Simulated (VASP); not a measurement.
# Mo3C (Pm-3m) in VASP: a series of runs

Runs on Mo3C. Level: PBE. Tasks: single point, relaxation of cell and atoms.

All numbers are computed with VASP 6.6.1; they aren't measurements. Logs are shortened: lines on timing, memory, paths and dates and some standing lists are left out, and cuts for length are marked.

### Step 1. The cell of the first run

It takes space group Pm-3m (No. 221, cubic). Conventional cell: a = 3.698 Å, b = 3.698 Å, c = 3.698 Å, α = 90.00°, β = 90.00°, γ = 90.00°. Mo (site symmetry 4/mmm) has 8 Mo at 2.61 Å and 4 C at 2.61 Å within 3.4 Å. Within 3.4 Å of C (site symmetry m-3m) lie 12 Mo at 2.61 Å.

### Step 2. Single point, PBE

INCAR

```
SYSTEM = Mo3C
ALGO = Normal
EDIFF = 1E-6
ENCUT = 520
GGA = PE
ISIF = 2
ISMEAR = 0
LASPH = .TRUE.
LCHARG = .FALSE.
LREAL = .FALSE.
LWAVE = .FALSE.
NBANDS = 31
NELM = 60
PREC = Accurate
SIGMA = 0.1
```

KPOINTS

```
k-points
0
G
  6 6 6
  0 0 0
```

POSCAR

```
Mo3C
1.0
    3.6981522161      0.0000000000      0.0000000000
    0.0000000000      3.6981522161      0.0000000000
    0.0000000000      0.0000000000      3.6981522161
Mo C
3 1
Direct
    0.0000000000      0.5000000000      0.5000000000
    0.5000000000      0.0000000000      0.5000000000
    0.5000000000      0.5000000000      0.0000000000
    0.0000000000      0.0000000000      0.0000000000
```

Potentials or basis: VASP PAW PBE potentials, release 64 (Mo_sv, C).

Started as:

```bash
cat potpaw_PBE.64/Mo_sv/POTCAR potpaw_PBE.64/C/POTCAR > POTCAR
mpirun -np 1 vasp_std > vasp.out
```

OUTCAR:

```text
SYSTEM = Mo3C
   EDIFF = 1E-6
   ENCUT = 520
   GGA = PE
   ISIF = 2
   ISMEAR = 0
   LASPH = .TRUE.
   LREAL = .FALSE.
   NELM = 60
   PREC = Accurate

 ion  position               nearest neighbor table
   1  0.000  0.500  0.500-   2 2.61   3 2.61   4 2.61   3 2.61   4 2.61   2 2.61   4 2.61   4 2.61
                             2 2.61   3 2.61   3 2.61   2 2.61
   2  0.500  0.000  0.500-   1 2.61   3 2.61   4 2.61   3 2.61   4 2.61   1 2.61   3 2.61   3 2.61
                             1 2.61   4 2.61   4 2.61   1 2.61
   3  0.500  0.500  0.000-   1 2.61   2 2.61   4 2.61   1 2.61   2 2.61   2 2.61   4 2.61   2 2.61
                             1 2.61   4 2.61   1 2.61   4 2.61
   4  0.000  0.000  0.000-   1 2.61   2 2.61   3 2.61   1 2.61   2 2.61   1 2.61   3 2.61   1 2.61
                             2 2.61   3 2.61   2 2.61   3 2.61

  LATTYP: Found a simple cubic cell.
 ALAT       =     3.6981522161

  Lattice vectors:

 A1 = (   3.6981522161,   0.0000000000,   0.0000000000)
 A2 = (   0.0000000000,   3.6981522161,   0.0000000000)
 A3 = (   0.0000000000,   0.0000000000,   3.6981522161)

Analysis of symmetry for initial positions (statically):
=====================================================================
 Subroutine PRICEL returns:
 Original cell was already a primitive cell.

 Routine SETGRP: Setting up the symmetry group for a
 simple cubic supercell.

 Subroutine GETGRP returns: Found 48 space group operations
 (whereof 48 operations were pure point group operations)
 out of a pool of 48 trial point group operations.

The static configuration has the point symmetry O_h .

Analysis of symmetry for dynamics (positions and initial velocities):
=====================================================================
 Subroutine PRICEL returns:
 Original cell was already a primitive cell.

 Routine SETGRP: Setting up the symmetry group for a
 simple cubic supercell.

 Subroutine GETGRP returns: Found 48 space group operations
 (whereof 48 operations were pure point group operations)
 out of a pool of 48 trial point group operations.

The dynamic configuration has the point symmetry O_h .

 Subroutine INISYM returns: Found 48 space group operations
 (whereof 48 operations are pure point group operations),
 and found     1 'primitive' translations

----------------------------------------------------------------------------------------

                                     Primitive cell

[... 88 lines left out ...]
   NELM   =     60;   NELMIN=  2; NELMDL= -5     # of ELM steps
   EDIFF  = 0.1E-05   stopping-criterion for ELM
   LREAL  =      F    real-space projection
   EDIFFG = 0.1E-04   stopping-criterion for IOM
   NSW    =      0    number of steps for IOM
   IBRION =     -1    ionic relax: 0-MD 1-quasi-New 2-CG
   NFREE  =      0    steps in history (QN), initial steepest desc. (CG)
   ISIF   =      2    stress and relaxation
   ISYM   =      2    0-nonsym 1-usesym 2-fastsym
   POTIM  = 0.5000    time-step for ionic-motion
   TEBEG  =    0.0;   TEEND  =   0.0 temperature during run
   PSTRESS=    0.0 pullay stress
   NELECT =      46.0000    total number of electrons
   NUPDOWN=      -1.0000    fix difference up-down
   EMIN   =  10.00;   EMAX   =-10.00  energy-range for DOS
   EFERMI =   0.00;   METHOD = LEGACY
   ISMEAR =     0;   SIGMA  =   0.10  broadening in eV -4-tet -1-fermi 0-gaus
   EFERMI_NEDOS =   21; number of points for ismear=-14 and -15
   IALGO  =     38    algorithm
   IMIX   =      4    mixing-type and parameters
     AMIX     =   0.40;   BMIX     =  1.00
     AMIX_MAG =   1.60;   BMIX_MAG =  1.00
  volume/ion in A,a.u.               =      12.64        85.33
  Fermi-wavevector in a.u.,A,eV,Ry     =   1.586144  2.997378 34.230263  2.515853
  Thomas-Fermi vector in A             =   2.685500
   LORBIT       =      0    0 simple, 1 ext, 2 COOP (PROOUT), +10 PAW based schemes
   GGA     = PE    functional components
   LHFCALC =     F    Hartree Fock is set to
   AEXX    =    0.0000 exact exchange contribution
   IVDW    =     0    specifies the selected vdW correction
   LEPSILON=     F    determine dielectric tensor
   LRPA    =     F    only Hartree local field effects (RPA)
 non-spin polarized calculation
 Gauss-broadening in eV      SIGMA  =   0.10
  energy-cutoff  :      520.00
  volume of cell :       50.58
 maximum number of plane-waves:      1406
 NGX is ok and might be reduce to    28
   NGX = 13   NGY = 13   NGZ = 13

 number of electron      46.0000016 magnetization

 Free energy of the ion-electron system (eV)
  ---------------------------------------------------
  ext. energy  EPLUGINS =         0.00000000
  ---------------------------------------------------
  free energy    TOTEN  =       -37.62830984 eV

  energy without entropy =      -37.59504325  energy(sigma->0) =      -37.61167654

 E-fermi :  13.5309     XC(G=0): -13.6000

 val. band max:       13.5214134442   @ k =   0.3333   0.1667   0.1667
 cond. band min:      13.5419200843   @ k =   0.3333   0.3333   0.1667
 fundamental gap:      0.0205066401
 Fermi energy:        13.5309325191

 k-point     1 :       0.0000    0.0000    0.0000
  band No.  band energies     occupation
      1     -48.1845      2.00000
      2     -47.6299      2.00000
      3     -47.6299      2.00000
      4     -22.9272      2.00000
      5     -22.9272      2.00000
      6     -22.9272      2.00000
[... 669 lines left out ...]
     30      18.0675      0.00000
     31      18.0675      0.00000

------------------------ aborting loop because EDIFF is reached ----------------------------------------

  FORCE on cell =-STRESS in cart. coord.  units (eV):
  Direction    XX          YY          ZZ          XY          YZ          ZX
  --------------------------------------------------------------------------------------
  -------------------------------------------------------------------------------------
  Total        4.1016198      4.1016198      4.1016198      0.0000000      0.0000000     -0.0000000
  in kB      129.9306586    129.9306586    129.9306586      0.0000000      0.0000000     -0.0000000
  external PRESSURE =     129.9306586 kB  Pullay stress =       0.0000000 kB

 VOLUME and BASIS-vectors are now :
 -----------------------------------------------------------------------------
  energy-cutoff  :      520.00
  volume of cell :       50.58
      direct lattice vectors                 reciprocal lattice vectors
     3.698152216  0.000000000  0.000000000     0.270405311  0.000000000  0.000000000
     0.000000000  3.698152216  0.000000000     0.000000000  0.270405311  0.000000000
     0.000000000  0.000000000  3.698152216     0.000000000  0.000000000  0.270405311

 POSITION                                       TOTAL-FORCE (eV/Angst)
 -----------------------------------------------------------------------------------
      0.00000      1.84908      1.84908         0.000000      0.000000      0.000000
      1.84908      0.00000      1.84908         0.000000      0.000000      0.000000
      1.84908      1.84908      0.00000         0.000000      0.000000      0.000000
      0.00000      0.00000      0.00000         0.000000      0.000000      0.000000
 -----------------------------------------------------------------------------------
    total drift:                                0.000000      0.000000      0.000000

  FREE ENERGIE OF THE ION-ELECTRON SYSTEM (eV)
  ---------------------------------------------------
  free  energy   TOTEN  =       -37.6283098373 eV

  energy  without entropy=      -37.5950432481  energy(sigma->0) =      -37.61167654
```

OSZICAR:

```text
N       E                     dE             d eps       ncg     rms          rms(c)
DAV:   1     0.527510207282E+03    0.52751E+03   -0.28803E+04  1240   0.157E+03
DAV:   2    -0.228081477185E+02   -0.55032E+03   -0.53097E+03  1430   0.491E+02
DAV:   3    -0.393076040305E+02   -0.16499E+02   -0.15917E+02  1579   0.832E+01
DAV:   4    -0.395425239685E+02   -0.23492E+00   -0.23442E+00  1282   0.908E+00
DAV:   5    -0.395467469938E+02   -0.42230E-02   -0.42192E-02  1552   0.106E+00    0.318E+01
DAV:   6    -0.378524960724E+02    0.16943E+01   -0.58841E+00  1532   0.155E+01    0.115E+01
DAV:   7    -0.376520121039E+02    0.20048E+00   -0.93273E-01  1479   0.464E+00    0.496E+00
DAV:   8    -0.376292794622E+02    0.22733E-01   -0.13904E-01  1367   0.229E+00    0.804E-01
DAV:   9    -0.376286634280E+02    0.61603E-03   -0.15941E-02  1485   0.752E-01    0.251E-01
DAV:  10    -0.376283108291E+02    0.35260E-03   -0.31648E-03  1741   0.299E-01    0.842E-02
DAV:  11    -0.376283757012E+02   -0.64872E-04   -0.52826E-04  1474   0.127E-01    0.433E-02
DAV:  12    -0.376283112762E+02    0.64425E-04   -0.12859E-04  1616   0.539E-02    0.848E-03
DAV:  13    -0.376283100035E+02    0.12727E-05   -0.15678E-05  1268   0.150E-02    0.371E-03
DAV:  14    -0.376283098373E+02    0.16621E-06   -0.38230E-07   789   0.338E-03
   1 F= -.37628310E+02 E0= -.37611677E+02  d E =-.332666E-01
```

Run time: 27 s. Hardware: 1 thread of Intel Xeon 6975P-C, shared host; peak memory 0.17 GiB.

What came out:

- Free energy: -37.6283 eV
- Pressure: 13.0 GPa
- Band gap on the k mesh: zero (band 23 reaches 14.22 eV, above the bottom of band 24 at 12.86 eV)

Levels at points of the mesh, in eV from the Fermi level:
| k point | band 20 | band 21 | band 22 | band 23 | band 24 | band 25 | band 26 | band 27 |
| --- | --- | --- | --- | --- | --- | --- | --- | --- |
| (0.00, 0.00, 0.00) | -2.44 | -2.44 | -2.44 | 0.38 | 0.38 | 0.38 | 0.85 | 2.84 |
| (0.50, 0.00, 0.00) | -1.52 | -1.52 | -1.47 | -1.02 | -0.40 | -0.09 | -0.09 | 1.10 |
| (0.50, 0.50, 0.00) | -2.87 | -1.48 | -1.48 | -0.27 | -0.27 | -0.13 | 0.57 | 1.26 |
| (0.50, 0.50, 0.50) | -2.15 | -2.15 | -2.15 | -0.15 | 0.13 | 0.13 | 0.13 | 1.51 |

### Step 3. Single point, PBE

This run uses another cell than the first one, of 13.25 Å³/atom, 1.048 times its volume.

INCAR

```
ALGO = Normal
EDIFF = 1E-6
ENCUT = 520
GGA = PE
ISIF = 2
ISMEAR = 0
LASPH = True
LCHARG = False
LREAL = False
LWAVE = False
NBANDS = 31
NELM = 60
PREC = Accurate
SIGMA = 0.1
```

KPOINTS

```
k-points
0
Gamma
  6 6 6
```

POSCAR

```
Mo3C
1.0
    3.7559393109      0.0000000000      0.0000000000
    0.0000000000      3.7559393109      0.0000000000
    0.0000000000      0.0000000000      3.7559393109
Mo C
3 1
Direct
    0.0000000000      0.5000000000      0.5000000000
    0.5000000000      0.0000000000      0.5000000000
    0.5000000000      0.5000000000      0.0000000000
    0.0000000000      0.0000000000      0.0000000000
```

Potentials or basis: VASP PAW PBE potentials, release 64 (Mo_sv, C).

Started as:

```bash
cat potpaw_PBE.64/Mo_sv/POTCAR potpaw_PBE.64/C/POTCAR > POTCAR
mpirun -np 1 vasp_std > vasp.out
```

Wall time 25 s (1 thread of Intel Xeon 6975P-C, shared host); peak memory 0.17 GiB.

It converged, with:

- Free energy: -37.7279 eV
- Pressure: 0.6 GPa
- Band gap on the k mesh: zero (band 23 reaches 13.33 eV, above the bottom of band 24 at 12.10 eV)

Levels at points of the mesh, in eV from the Fermi level:
| k point | band 20 | band 21 | band 22 | band 23 | band 24 | band 25 | band 26 | band 27 |
| --- | --- | --- | --- | --- | --- | --- | --- | --- |
| (0.00, 0.00, 0.00) | -2.28 | -2.28 | -2.28 | 0.39 | 0.39 | 0.39 | 0.56 | 2.68 |
| (0.50, 0.00, 0.00) | -1.46 | -1.46 | -1.38 | -0.89 | -0.33 | -0.06 | -0.06 | 1.05 |
| (0.50, 0.50, 0.00) | -2.80 | -1.40 | -1.40 | -0.23 | -0.23 | -0.11 | 0.54 | 1.20 |
| (0.50, 0.50, 0.50) | -2.00 | -2.00 | -2.00 | -0.26 | 0.17 | 0.17 | 0.17 | 1.45 |

### Step 4. Single point, PBE

This run uses another cell than the first one, of 13.21 Å³/atom, 1.045 times its volume.

INCAR

```
SYSTEM = Mo3C
PREC = Accurate
ENCUT = 520
EDIFF = 1E-6
ISMEAR = 0
SIGMA = 0.1
LREAL = .FALSE.
LASPH = .TRUE.
NELM = 80
ALGO = Normal
ISIF = 2
LWAVE = .FALSE.
LCHARG = .FALSE.
GGA = PE
NBANDS = 31
```

KPOINTS

```
regular mesh
0
G
  12 12 12
  0 0 0
```

POSCAR

```
Mo3C
1.0
    3.7524633794      0.0000000000      0.0000000000
    0.0000000000      3.7524633794      0.0000000000
    0.0000000000      0.0000000000      3.7524633794
Mo C
3 1
Direct
    0.0000000000      0.5000000000      0.5000000000
    0.5000000000      0.0000000000      0.5000000000
    0.5000000000      0.5000000000      0.0000000000
    0.0000000000      0.0000000000      0.0000000000
```

Started as:

```bash
cat potpaw_PBE.64/Mo_sv/POTCAR potpaw_PBE.64/C/POTCAR > POTCAR
mpirun -np 1 vasp_std > vasp.out
```

It took 65 s on 1 thread of Intel Xeon 6975P-C, shared host; peak memory 0.23 GiB.

The run converged. Its results:

```
Free energy            : -37.7510 eV
Pressure               : 0.6 GPa
Band gap on the k mesh : zero (band 23 reaches 13.39 eV, above the bottom of band 24 at 12.05 eV)
```

Levels at points of the mesh, in eV from the Fermi level:
```
           k point  band 19  band 20  band 21  band 22  band 23  band 24  band 25  band 26  band 27  band 28
(0.00, 0.00, 0.00)    -4.76    -2.30    -2.30    -2.30     0.40     0.40     0.40     0.57     2.70     2.70
(0.50, 0.00, 0.00)    -2.49    -1.46    -1.46    -1.38    -0.90    -0.33    -0.06    -0.06     1.06     1.99
(0.50, 0.50, 0.00)    -2.92    -2.80    -1.40    -1.40    -0.22    -0.22    -0.10     0.54     1.21     1.22
(0.50, 0.50, 0.50)    -3.47    -2.01    -2.01    -2.01    -0.26     0.17     0.17     0.17     1.46     1.46
```

[end of part 1 of 2]
